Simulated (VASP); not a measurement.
# NaH20ClO10 in VASP: single point with LDA

Aim: the single point of NaH20ClO10 with LDA.

Program: VASP 6.6.1. These are calculated values, not measurements. Logs are shortened: lines on timing, memory, paths and dates and some standing lists are left out, and cuts for length are marked.

## (1) The cell of the first run

The cell holds a disordered packing, 32 atoms: a = 6.386 Å, b = 6.386 Å, c = 6.386 Å, α = 90.00°, β = 90.00°, γ = 90.00°.

## (2) Single point, LDA

Input file INCAR:

```
SYSTEM = NaH20ClO10
PREC = Accurate ; ENCUT = 840
EDIFF = 1E-6 ; ISMEAR = -1
SIGMA = 0.02 ; LREAL = Auto
LASPH = .TRUE. ; NELM = 120
ALGO = Normal ; ISIF = 2
LWAVE = .FALSE. ; LCHARG = .FALSE.
GGA = CA ; NBANDS = 70
GGA_COMPAT = .FALSE.
```

Input file KPOINTS:

```
Automatic mesh
0
G
  1 1 1
  0 0 0
```

Input file POSCAR:

```
NaH20ClO10
1.0
    6.3860170000      0.0000000000      0.0000000000
    0.0000000000      6.3860170000      0.0000000000
    0.0000000000      0.0000000000      6.3860170000
O H Na Cl
10 20 1 1
Direct
    0.3841987893      0.5960366219      0.3626830308
    0.8418236281      0.4442205525      0.7311912887
    0.9502480184      0.0793139135      0.5376120984
    0.3909165917     -0.0352332291      0.5528798310
    0.4582512073      0.8611627561      0.9681151804
    0.0478545547      0.1607731392      1.0010621644
    0.9988855338      0.6380972678      0.3539138715
    0.2092384032      0.5947055888      0.7535683040
    0.4594413075      0.3064821155      0.7134963781
    0.7042574425      0.8466466657      0.2777944374
    0.1626365855      0.6318179234      0.3626203939
    0.4577970901      0.4811449766      0.2791881074
    0.7201672028      0.4214833753      0.8116796432
    0.8435774599      0.3453013044      0.6220622338
    0.8300792184      0.0692450396      0.4353261196
    1.0329286627     -0.0460380860      0.5250690689
    0.4001711865      0.1137955004      0.6322876998
    0.5331335635     -0.0621670753      0.5115238497
    0.4617588710      0.9048832786      0.8227663660
    0.3728302007      0.7348712038      0.9516730068
    0.0619165279      0.2114150338      0.8585476675
   -0.1075944521      0.1952077484      1.0273539829
    0.8465370512      0.7517831537      0.2770427952
    0.9584534460      0.4984953845      0.2992318999
    0.2456930509      0.7097538262      0.6541949387
    0.0546036755      0.5692280493      0.7606149498
    0.3569204404      0.4403214085      0.6930297868
    0.4818809596      0.2763381306      0.8622119233
    0.6542888940      0.9028632401      0.1498116901
    0.4819435965      0.7060269335      0.3331967328
    0.2278885258      0.9902729667      0.1630124066
    0.6761491553      0.2816935815      0.1572498163
```

Potentials or basis: VASP PAW LDA potentials, release 64 (O, H, Na_sv, Cl).

On the command line:

```sh
cat potpaw_LDA.64/O/POTCAR potpaw_LDA.64/H/POTCAR potpaw_LDA.64/Na_sv/POTCAR potpaw_LDA.64/Cl/POTCAR > POTCAR
mpirun -np 1 vasp_gam > vasp.out
```

OUTCAR:

```text
SYSTEM = NaH20ClO10
   PREC = Accurate
   ENCUT = 840
   EDIFF = 1E-6
   ISMEAR = -1
   LREAL = Auto
   LASPH = .TRUE.
   NELM = 120
   ISIF = 2
   GGA = CA

 ion  position               nearest neighbor table
   1  0.384  0.596  0.363-  30 0.96  12 1.02
   2  0.842  0.444  0.731-  14 0.94  13 0.94
   3  0.950  0.079  0.538-  16 0.96  15 1.01
   4  0.391  0.965  0.553-  18 0.96  17 1.08
   5  0.458  0.861  0.968-  19 0.97  20 0.98
   6  0.048  0.161  0.001-  21 0.97  22 1.03  31 1.89
   7  0.999  0.638  0.354-  24 0.99  11 1.05  23 1.31
   8  0.209  0.595  0.754-  25 1.00  26 1.00  27 1.42
   9  0.459  0.306  0.713-  28 0.98  27 1.08  17 1.39
  10  0.704  0.847  0.278-  29 0.95  23 1.09
  11  0.163  0.632  0.363-   7 1.05
  12  0.458  0.481  0.279-   1 1.02
  13  0.720  0.421  0.812-   2 0.94
  14  0.844  0.345  0.622-   2 0.94
  15  0.830  0.069  0.435-   3 1.01
  16  0.033  0.954  0.525-   3 0.96
  17  0.400  0.114  0.632-   4 1.08   9 1.39
  18  0.533  0.938  0.512-   4 0.96
  19  0.462  0.905  0.823-   5 0.97
  20  0.373  0.735  0.952-   5 0.98
  21  0.062  0.211  0.859-   6 0.97
  22  0.892  0.195  0.027-   6 1.03  32 1.70
  23  0.847  0.752  0.277-  10 1.09   7 1.31
  24  0.958  0.498  0.299-   7 0.99
  25  0.246  0.710  0.654-   8 1.00
  26  0.055  0.569  0.761-   8 1.00
  27  0.357  0.440  0.693-   9 1.08   8 1.42
  28  0.482  0.276  0.862-   9 0.98
  29  0.654  0.903  0.150-  10 0.95
  30  0.482  0.706  0.333-   1 0.96
  31  0.228  0.990  0.163-   6 1.89
  32  0.676  0.282  0.157-  22 1.70

  LATTYP: Found a simple cubic cell.
 ALAT       =     6.3860170000

  Lattice vectors:

 A1 = (   6.3860170000,   0.0000000000,   0.0000000000)
 A2 = (   0.0000000000,   6.3860170000,   0.0000000000)
 A3 = (   0.0000000000,   0.0000000000,   6.3860170000)

Analysis of symmetry for initial positions (statically):
=====================================================================
 Subroutine PRICEL returns:
 Original cell was already a primitive cell.

 Routine SETGRP: Setting up the symmetry group for a
 simple cubic supercell.

 Subroutine GETGRP returns: Found  1 space group operations
 (whereof  1 operations were pure point group operations)
 out of a pool of 48 trial point group operations.

The static configuration has the point symmetry C_1 .

Analysis of symmetry for dynamics (positions and initial velocities):
=====================================================================
[... 149 lines left out ...]
   NSW    =      0    number of steps for IOM
   IBRION =     -1    ionic relax: 0-MD 1-quasi-New 2-CG
   NFREE  =      0    steps in history (QN), initial steepest desc. (CG)
   ISIF   =      2    stress and relaxation
   ISYM   =      2    0-nonsym 1-usesym 2-fastsym
   POTIM  = 0.5000    time-step for ionic-motion
   TEBEG  =    0.0;   TEEND  =   0.0 temperature during run
   PSTRESS=    0.0 pullay stress
   NELECT =      96.0000    total number of electrons
   NUPDOWN=      -1.0000    fix difference up-down
   EMIN   =  10.00;   EMAX   =-10.00  energy-range for DOS
   EFERMI =   0.00;   METHOD = LEGACY
   ISMEAR =    -1;   SIGMA  =   0.02  broadening in eV -4-tet -1-fermi 0-gaus
   EFERMI_NEDOS =   21; number of points for ismear=-14 and -15
   IALGO  =     38    algorithm
   IMIX   =      4    mixing-type and parameters
     AMIX     =   0.40;   BMIX     =  1.00
     AMIX_MAG =   1.60;   BMIX_MAG =  1.00
  volume/ion in A,a.u.               =       8.14        54.92
  Fermi-wavevector in a.u.,A,eV,Ry     =   1.173821  2.218200 18.746862  1.377856
  Thomas-Fermi vector in A             =   2.310228
   LORBIT       =      0    0 simple, 1 ext, 2 COOP (PROOUT), +10 PAW based schemes
   GGA     = CA    functional components
   LHFCALC =     F    Hartree Fock is set to
   AEXX    =    0.0000 exact exchange contribution
   IVDW    =     0    specifies the selected vdW correction
   LEPSILON=     F    determine dielectric tensor
   LRPA    =     F    only Hartree local field effects (RPA)
 non-spin polarized calculation
  energy-cutoff  :      840.00
  volume of cell :      260.43
 maximum number of plane-waves:      7182
   NGX = 31   NGY = 31   NGZ = 31

 number of electron      96.0000006 magnetization

 Free energy of the ion-electron system (eV)
  ---------------------------------------------------
  ext. energy  EPLUGINS =         0.00000000
  ---------------------------------------------------
  free energy    TOTEN  =      -161.23378155 eV

  energy without entropy =     -161.23378155  energy(sigma->0) =     -161.23378155

 E-fermi :  -0.9862     XC(G=0):  -8.7526

 val. band max:       -1.6624281898   @ k =   0.0000   0.0000   0.0000
 cond. band min:       2.5347422061   @ k =   0.0000   0.0000   0.0000
 fundamental gap:      4.1971703959
 Fermi energy:        -0.9861587248

 k-point     1 :       0.0000    0.0000    0.0000
  band No.  band energies     occupation
      1     -50.0732      2.00000
      2     -22.8297      2.00000
      3     -22.7369      2.00000
      4     -22.6621      2.00000
      5     -21.5016      2.00000
      6     -21.0202      2.00000
[... 52 lines left out ...]
     59       7.6764      0.00000
     60       7.8673      0.00000
 [bands above 60 left out]

------------------------ aborting loop because EDIFF is reached ----------------------------------------

  FORCE on cell =-STRESS in cart. coord.  units (eV):
  Direction    XX          YY          ZZ          XY          YZ          ZX
  --------------------------------------------------------------------------------------
  -------------------------------------------------------------------------------------
  Total        9.4686405      8.7162923      8.9977080     -2.1915563     -1.4117079     -1.3878260
  in kB       58.2516191     53.6231297     55.3544152    -13.4825802     -8.6849081     -8.5379851
  external PRESSURE =      55.7430546 kB  Pullay stress =       0.0000000 kB

 VOLUME and BASIS-vectors are now :
 -----------------------------------------------------------------------------
  energy-cutoff  :      840.00
  volume of cell :      260.43
      direct lattice vectors                 reciprocal lattice vectors
     6.386017000  0.000000000  0.000000000     0.156592129  0.000000000  0.000000000
     0.000000000  6.386017000  0.000000000     0.000000000  0.156592129  0.000000000
     0.000000000  0.000000000  6.386017000     0.000000000  0.000000000  0.156592129

 POSITION                                       TOTAL-FORCE (eV/Angst)
 -----------------------------------------------------------------------------------
      2.45350      3.80630      2.31610        -0.569739     -2.035091     -0.614163
      5.37590      2.83680      4.66940         2.191330      2.321301      0.631251
      6.06830      0.50650      3.43320        -0.857880      1.256895     -0.375262
      2.49640      6.16102      3.53070        -1.483744      0.220307      1.027228
      2.92640      5.49940      6.18240         0.238348     -0.167159      0.284102
      0.30560      1.02670      0.00678        -1.282139      0.908385     -1.183497
[... 24 lines left out ...]
      1.45530      6.32390      1.04100         0.930174     -0.736113      2.051971
      4.31790      1.79890      1.00420        -1.498143      0.946388      0.450629
 -----------------------------------------------------------------------------------
    total drift:                                0.004429      0.013944     -0.007610

  FREE ENERGIE OF THE ION-ELECTRON SYSTEM (eV)
  ---------------------------------------------------
  free  energy   TOTEN  =      -161.2337815538 eV

  energy  without entropy=     -161.2337815538  energy(sigma->0) =     -161.23378155
```

OSZICAR:

```text
N       E                     dE             d eps       ncg     rms          rms(c)
DAV:   1     0.104709756553E+04    0.10471E+04   -0.72111E+04   140   0.194E+03
DAV:   2    -0.759862848619E+02   -0.11231E+04   -0.10412E+04   170   0.406E+02
DAV:   3    -0.175692149620E+03   -0.99706E+02   -0.98755E+02   184   0.123E+02
DAV:   4    -0.177622892652E+03   -0.19307E+01   -0.19213E+01   192   0.187E+01
DAV:   5    -0.177665565336E+03   -0.42673E-01   -0.42587E-01   192   0.213E+00    0.239E+01
DAV:   6    -0.162011107142E+03    0.15654E+02   -0.47597E+01   160   0.277E+01    0.853E+00
DAV:   7    -0.161553829155E+03    0.45728E+00   -0.24124E+00   160   0.601E+00    0.561E+00
DAV:   8    -0.161249961287E+03    0.30387E+00   -0.56831E-01   168   0.346E+00    0.947E-01
DAV:   9    -0.161230959113E+03    0.19002E-01   -0.66303E-02   184   0.134E+00    0.389E-01
DAV:  10    -0.161233031105E+03   -0.20720E-02   -0.16729E-02   168   0.506E-01    0.166E-01
DAV:  11    -0.161233382954E+03   -0.35185E-03   -0.68740E-04   184   0.130E-01    0.945E-02
DAV:  12    -0.161233757777E+03   -0.37482E-03   -0.31398E-04   152   0.771E-02    0.188E-02
DAV:  13    -0.161233775332E+03   -0.17554E-04   -0.21828E-05   176   0.260E-02    0.114E-02
DAV:  14    -0.161233780776E+03   -0.54440E-05   -0.89383E-06   160   0.143E-02    0.421E-03
DAV:  15    -0.161233781554E+03   -0.77823E-06   -0.12767E-06   128   0.608E-03
   1 F= -.16123378E+03 E0= -.16123378E+03  d E =-.278549E-14
```

Run time: 46 s. Hardware: 1 thread of Intel Xeon Platinum 8488C (Sapphire Rapids), shared host; peak memory 0.37 GiB.

Results:

- Free energy: -161.2338 eV
- Pressure: 5.6 GPa
- Largest force: 3.254 eV/Å
- Band gap on the k mesh: 4.20 eV

Forces on the atoms (eV/Å):
```
O   -0.570 -2.035 -0.614
O    2.191  2.321  0.631
O   -0.858  1.257 -0.375
O   -1.484  0.220  1.027
O    0.238 -0.167  0.284
O   -1.282  0.908 -1.183
O    0.787 -0.822 -0.287
O    0.946  1.190  0.139
O   -0.646  0.152 -0.420
O    0.798 -0.804  2.502
H   -0.079 -0.271 -0.390
H   -0.504  0.018  0.524
H   -1.519 -0.203  0.881
H    0.099 -1.487 -1.485
H    0.676 -0.650  0.154
H    0.153 -0.621  0.018
H    0.012 -0.026 -0.797
H    1.214 -0.421 -0.903
H    0.079  0.491 -1.211
H   -0.251 -0.873 -0.148
H    0.116  0.118 -0.601
H    1.088 -0.245  0.063
H   -1.162  0.949  0.193
H   -0.131  0.087  0.083
H   -0.141 -0.070  0.241
H   -0.757 -0.528 -0.334
H    0.294 -1.110  0.810
H   -0.168  0.265  0.557
H   -0.418  0.345 -1.762
H    1.847  1.802 -0.099
Na   0.930 -0.736  2.052
Cl  -1.498  0.946  0.451
```

Levels at points of the mesh, in eV from the valence-band top:
| k point | band 45 | band 46 | band 47 | band 48 | band 49 | band 50 | band 51 | band 52 |
| --- | --- | --- | --- | --- | --- | --- | --- | --- |
| (0.00, 0.00, 0.00) | -0.76 | -0.61 | -0.54 | 0.00 | 4.20 | 7.26 | 7.47 | 7.71 |

Caveat: the k points lie up to 0.98 Å⁻¹ apart; the atoms stand as in a frame of molecular dynamics.
